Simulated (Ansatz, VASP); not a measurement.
## Sb in VASP and in Ansatz

File INCAR:

```
SYSTEM = Sb
PREC = Accurate
ENCUT = 520
EDIFF = 1E-7
ISMEAR = -1
SIGMA = 0.05
LREAL = .False.
LASPH = .True.
NELM = 100
ALGO = Normal
ISIF = 2
LWAVE = .False.
LCHARG = .False.
GGA = PS
NBANDS = 12
```

Contents of KPOINTS:

```
Automatic mesh
0
Gamma
  9 9 9
  0 0 0
```

File POSCAR:

```
Sb
1.0
    2.1256720836      1.2121766789      3.7270387499
   -2.1755285804      1.2336826823      3.7485447533
   -0.0063035032     -2.5020193611      3.7564164968
Sb
2
Direct
    0.2336400000      0.2336400000      0.2336400000
    0.7663600000      0.7663600000      0.7663600000
```

Input for Ansatz:

```yaml
crystal:
  lattice:
    - [2.1256720836, 1.2121766789, 3.7270387499]
    - [-2.1755285804, 1.2336826823, 3.7485447533]
    - [-0.0063035032, -2.5020193611, 3.7564164968]
  atoms:
    - { symbol: Sb, position: [0.23364, 0.23364, 0.23364] }
    - { symbol: Sb, position: [0.76636, 0.76636, 0.76636] }
kpoints:
  mp_grid: { grid: [9, 9, 9] }
  band_path:
    path:
      - [0.0, 0.0, 0.0]
      - [0.0, 0.0, -0.5]
      - [0.5, 0.5, 0.5]
      - [0.0, 0.0, 0.0]
      - [0.0, -0.5, 0.0]
      - [0.5, 0.0, 0.0]
      - [0.0, 0.0, 0.0]
      - [0.5, 0.0, 0.5]
      - [0.0, -0.5, -0.5]
    npoints: 5
scf:
  occupations: { method: fermi_dirac, width: 0.05 }
hamiltonian:
  xc: pbesol
  pseudopotentials: { kind: all_electron, lapw: { basis_error: 0.0005 } }
output:
  forces: true
  stress: true
  eigenvalues: true
```

Change from the starting cell: equal xy, yz and zx shear strains of -1 %.

Alike in both runs: task single point; functional PBEsol; k mesh 9 × 9 × 9; occupations fermi-dirac, width 0.05 eV; no spin polarisation.

```csv
,VASP,Ansatz
version,VASP 6.6.1,Ansatz 0.2.0
potentials or method,"VASP PAW PBE potentials, release 64 (Sb), cutoff 520 eV","all-electron LAPW, scalar-relativistic"
```

|  | VASP | Ansatz | Ansatz less VASP |
| --- | --- | --- | --- |
| pressure (GPa) | 0.6 | 0.4 | -0.18 |
| traceless stress, the component that is largest in VASP (GPa) | 0.62 | 0.61 | -0.005 |
| rms of the force components (eV/Å) | 0.120 | 0.089 | -0.0313 |

VASP's potentials were made for PBE, not for PBEsol. Atom by atom the forces differ by 0.033 eV/Å (rms over components). Ansatz ran all-electron here, and VASP with PAW potentials.

Neither program's run includes spin-orbit coupling.
